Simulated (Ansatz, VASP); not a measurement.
**LuZrBr6: VASP beside Ansatz**

```xyz
8
Lattice="7.3449 0.0000 0.0000 -3.6724 6.3609 0.0000 0.0000 0.0000 7.0853" Properties=species:S:1:pos:R:3 pbc="T T T"
Lu    0.0000    0.0000    0.0000
Zr    0.0000    0.0000    3.5427
Br    2.0884    0.0000    5.2636
Br   -1.0442    1.8086    5.2636
Br    2.6283    4.5523    5.2636
Br    2.0884    0.0000    1.8217
Br   -1.0442    1.8086    1.8217
Br    2.6283    4.5523    1.8217
```

Alike in both runs: functional PBE; k mesh 3 × 3 × 4; occupations gaussian, width 0.1 eV; no spin polarisation.

Ansatz relaxed the structure, and its values are those at the end. VASP's run is a single point on that final structure, the one shown.

|  | VASP | Ansatz |
| --- | --- | --- |
| version | VASP 6.6.1 | Ansatz 0.2.0 |
| potentials or method | VASP PAW PBE potentials, release 64 (Lu, Zr_sv, Br), cutoff 520 eV | scalar-relativistic, plane waves, PAW |
| valence electrons in the cell | 79 | 79 |

VASP gave:

```
gap on the k mesh at the Fermi level (eV) : none
pressure (GPa)                            : 0.0
rms of the force components (eV/Å)        : 0.009
```

What did Ansatz give for the same quantities?

gap on the k mesh at the Fermi level (eV): none; pressure (GPa): 0.0; rms of the force components (eV/Å): 0.005.

A gap of «none» marks a metal or a gap that the smearing closes. With one functional, cell and mesh, what is left measures potentials, basis and numerics.

Spin-orbit coupling is off throughout.
